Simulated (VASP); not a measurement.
The system is CdSe.

```
CELL_PARAMETERS angstrom
0.00000 3.06780 3.06780
3.16965 0.00000 3.06780
3.16965 3.06780 0.00000
ATOMIC_POSITIONS crystal
Cd 0.00000 0.00000 0.00000
Se 0.75000 0.75000 0.75000
```

This cell differs from its parent crystal: uniaxial x strain +3.3%.

Base run:

| Quantity | Value |
| --- | --- |
| Program | VASP 6.6.1 |
| Functional | PBE |
| Potentials or basis | VASP PAW PBE potentials, release 64 (Cd, Se) |
| Cutoff | 500 eV |
| k mesh | 8 × 8 × 8 |
| Occupations | fermi-dirac, width 0.02 eV |
| Spin | no spin polarisation |

Its results: band gap on the k mesh 0.45 eV; pressure 0.1 GPa.

Q: The run is repeated on the same cell with these changes: functional from PBE to r2SCAN; cutoff from 500 eV to 550 eV; occupations from fermi-dirac, width 0.02 eV to gaussian, width 0.01 eV. What comes out?

A: Band gap on the k mesh 0.92 eV; pressure -1.4 GPa.

Caveats: semilocal functionals underestimate gaps, and a narrow one can read as zero (at least some runs); the PAW data sets were made with another functional, which shifts forces and pressure a little (at least some runs).

